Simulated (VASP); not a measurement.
**InSb: electric field gradients with LDA**

InSb:

```
CELL_PARAMETERS angstrom
0.00000 3.22827 3.22827
3.22827 0.00000 3.22827
3.22827 3.22827 0.00000
ATOMIC_POSITIONS crystal
In 0.00000 0.00000 0.00000
Sb 0.75000 0.75000 0.75000
```

This cell differs from its parent crystal: volume scaled by 0.99.

* Program: VASP 6.6.1
* Task: electric field gradients
* Functional: LDA
* Potentials or basis: VASP PAW LDA potentials, release 64 (In_d, Sb)
* Cutoff: 520 eV
* k mesh: 10 × 10 × 10
* Occupations: fermi-dirac, width 0.03 eV
* Spin: no spin polarisation
* Dipole correction: no
* Further INCAR settings: ALGO = Normal; EDIFF = 1e-08; NBANDS = 16

```json
{
 "Pressure": "-0.1 GPa",
 "Band gap on the k mesh": "zero (filled and empty bands touch)"
}
```

Levels at points of the mesh, in eV from the Fermi level:
```csv
k point,band 7,band 8,band 9,band 10,band 11,band 12
"(0.00, 0.00, 0.00)",-0.33,-0.02,-0.02,-0.02,2.88,2.88
"(0.50, 0.00, 0.00)",-5.75,-1.05,-1.05,0.41,3.74,3.74
"(0.50, 0.50, 0.00)",-6.05,-2.34,-2.34,1.21,1.22,8.08
```

Run time: 29 s on 1 thread of AMD EPYC 9R45 96-Core Processor (Zen 5), with other jobs on the host, peak memory 0.17 GiB.

Caveat: without QUAD_EFG the Cq values of the log hold for a quadrupole moment of 1 mb, not for the nuclei; spin-orbit coupling is left out, which moves the levels of the heavy elements.
